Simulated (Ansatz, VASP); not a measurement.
**ZnSe: VASP beside Ansatz**

INCAR

```
ALGO     = Normal         # electronic algorithm
EDIFF    = 1E-6           # SCF threshold, eV
ENCUT    = 520            # plane-wave cutoff, eV
GGA      = PS             # functional
ISIF     = 2              # what is computed and relaxed
ISMEAR   = 0              # smearing method
LASPH    = T              # aspherical terms in the spheres
LCHARG   = F              # write CHGCAR
LREAL    = F              # projectors in reciprocal space
LWAVE    = F              # write WAVECAR
NBANDS   = 26             # bands
NELM     = 100            # most SCF steps
PREC     = Accurate       # precision mode
SIGMA    = 0.05           # smearing width, eV
```

Contents of KPOINTS:

```
k-points
0
Gamma
  8 8 6
```

File POSCAR:

```
ZnSe
1.0
    3.9625030235      0.0000000000      0.0000000000
    0.0000000000      3.9625030235      0.0000000000
    0.0000000000      0.0000000000      5.4412877586
Zn Se
2 2
Direct
    0.0000000000      0.0000000000      0.0000000000
    0.5000000000      0.5000000000      0.0000000000
    0.0000000000      0.5000000000      0.2139048092
    0.5000000000      0.0000000000      0.7860951908
```

Input for Ansatz:

```yaml
crystal:
  lattice:
    - [3.9625030235, 0.0, 0.0]
    - [0.0, 3.9625030235, 0.0]
    - [0.0, 0.0, 5.4412877586]
  atoms:
    - { symbol: Zn, position: [0.0, 0.0, 0.0] }
    - { symbol: Zn, position: [0.5, 0.5, 0.0] }
    - { symbol: Se, position: [0.0, 0.5, 0.2139048092] }
    - { symbol: Se, position: [0.5, 0.0, 0.7860951908] }
basis:
  ecutwfc: 520.0
kpoints:
  mp_grid: { grid: [8, 8, 6] }
hamiltonian:
  xc: pbesol
  pseudopotentials: { kind: paw, azcp: { folder: soft_1 } }
scf:
  occupations: { method: gaussian, width: 0.05 }
output:
  forces: true
  stress: true
  eigenvalues: true
```

Alike in both runs: task single point; functional PBEsol; k mesh 8 × 8 × 6; occupations gaussian, width 0.05 eV; no spin polarisation.

```csv
,VASP,Ansatz
version,VASP 6.6.1,Ansatz 0.2.0
potentials or method,"VASP PAW PBE potentials, release 64 (Zn, Se), cutoff 520 eV","scalar-relativistic, plane waves, PAW"
valence electrons in the cell,36,56
```

```tsv
	VASP	Ansatz	Ansatz less VASP
gap on the k mesh at the Fermi level (eV)	1.08	1.09	+0.008
least direct gap on the mesh (eV)	1.08	1.09	+0.008
pressure (GPa)	20.3	19.7	-0.58
traceless stress, the component that is largest in VASP (GPa)	-2.43	-2.28	+0.149
rms of the force components (eV/Å)	1.721	1.681	-0.0402
```

VASP's potentials were made for PBE, not for PBEsol, and Ansatz warns of the same on its side. Atom by atom the forces differ by 0.040 eV/Å (rms over components). VASP's potentials hold 36 valence electrons a cell and Ansatz's 56, so a difference there can come from the potentials and not from the codes.
